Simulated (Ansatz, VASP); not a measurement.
Two plane-wave programs on HfSi2O6

The input INCAR:

```
SYSTEM = HfSi2O6
PREC = Accurate
ENCUT = 600
EDIFF = 1E-6
ISMEAR = 0
SIGMA = 0.1
LREAL = .False.
LASPH = .True.
NELM = 60
ALGO = Normal
ISIF = 3
LWAVE = .False.
LCHARG = .False.
GGA = PE
IBRION = 2
NSW = 80
EDIFFG = -0.025
```

KPOINTS

```
regular mesh
0
Gamma
  4 4 2
  0 0 0
```

Contents of POSCAR:

```
HfSi2O6
1.0
   -0.0238951510     -4.9843512698      0.0409996720
   -4.9525448482      2.4685688009     -0.0660968693
    0.1226541637      0.0489216859     -5.9903049528
Hf Si O
1 2 6
Direct
    0.4384793764     -0.0167773452     -0.0003564910
    0.0193808845      0.5141875617      0.3474872622
    0.5222551533      0.5230154242      0.6843995028
    0.5790570781      0.8006064360      0.7981490231
    0.8514881926      0.5321510472      0.5529075726
    0.7890821832      0.2035371125      0.1915246620
    0.3605224235      0.2485468191      0.8399146315
    0.3162916131      0.4519014289      0.4161557244
    0.1242130953      0.7428315156      0.1698181124
```

Input for Ansatz:

```yaml
crystal:
  lattice:
    - [-0.023895151, -4.9843512698, 0.040999672]
    - [-4.9525448482, 2.4685688009, -0.0660968693]
    - [0.1226541637, 0.0489216859, -5.9903049528]
  atoms:
    - { symbol: Hf, position: [0.4384793764, -0.0167773452, -0.000356491] }
    - { symbol: Si, position: [0.0193808845, 0.5141875617, 0.3474872622] }
    - { symbol: Si, position: [0.5222551533, 0.5230154242, 0.6843995028] }
    - { symbol: O, position: [0.5790570781, 0.800606436, 0.7981490231] }
    - { symbol: O, position: [0.8514881926, 0.5321510472, 0.5529075726] }
    - { symbol: O, position: [0.7890821832, 0.2035371125, 0.191524662] }
    - { symbol: O, position: [0.3605224235, 0.2485468191, 0.8399146315] }
    - { symbol: O, position: [0.3162916131, 0.4519014289, 0.4161557244] }
    - { symbol: O, position: [0.1242130953, 0.7428315156, 0.1698181124] }
basis:
  ecutwfc: 420
kpoints:
  mp_grid: { grid: [4, 4, 2] }
hamiltonian:
  xc: pbe
scf:
  occupations: { method: gaussian, width: 0.1 }
  lower_state_search: "off"
output:
  forces: true
  stress: true
  eigenvalues: true
relax:
  adjacent_minimum: "off"
  f_tol: 0.025
  max_steps: 60
  cell: { stress_tol: 0.25 }
```

Change from the starting cell: cell x1, atoms moved at random (sigma 0.1 Å) and cell strained at random (1.5 %), then relaxed without symmetry.

Alike in both runs: task relaxation of cell and atoms; functional PBE; k mesh 4 × 4 × 2; occupations gaussian, width 0.1 eV; no spin polarisation.

|  | VASP | Ansatz |
| --- | --- | --- |
| version | VASP 6.6.1 | Ansatz 0.2.0 |
| potentials or method | VASP PAW PBE potentials, release 64 (Hf_pv, Si, O), cutoff 600 eV | scalar-relativistic, plane waves, PAW |
| valence electrons in the cell | 54 | 70 |

|  | VASP | Ansatz | Ansatz less VASP |
| --- | --- | --- | --- |
| gap on the k mesh at the Fermi level, each at its own relaxed structure (eV) | 5.08 | 5.02 | -0.057 |
| relaxed volume (Å³/atom) | 16.00 | 16.25 | +0.251 |
| relaxed cell length with the largest relative difference (Å) | 5.850 | 5.893 | +0.0433 |

VASP's potentials hold 54 valence electrons a cell and Ansatz's 70, so a difference there can come from the potentials and not from the codes.

The k mesh is coarse, so the values compare programs but aren't converged. Spin-orbit coupling is off throughout.
